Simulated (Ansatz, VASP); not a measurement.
## Ga3Se in VASP and in Ansatz

```
Ga Se
1.0
     4.43246    0.00000    0.00000
     0.00000    4.43246    0.00000
     0.00000    0.00000    4.43246
Ga Se
3 1
Cartesian
  0.0000 2.2162 2.2162
  2.2162 0.0000 2.2162
  2.2162 2.2162 0.0000
  0.0000 0.0000 0.0000
```

Alike in both runs: task single point; functional PBE; k mesh 10 × 10 × 10; occupations gaussian, width 0.1 eV; no spin polarisation.

```csv
,VASP,Ansatz
version,VASP 6.6.1,Ansatz 0.2.0
potentials or method,"VASP PAW PBE potentials, release 64 (Ga_d, Se), cutoff 520 eV","scalar-relativistic, plane waves, PAW"
valence electrons in the cell,45,55
```

```tsv
	VASP	Ansatz	Ansatz less VASP
gap on the k mesh at the Fermi level (eV)	none	none	-
pressure (GPa)	-0.5	-0.6	-0.10
```

A gap of «none» marks a metal or a gap that the smearing closes. VASP's potentials hold 45 valence electrons a cell and Ansatz's 55, so a difference there can come from the potentials and not from the codes.
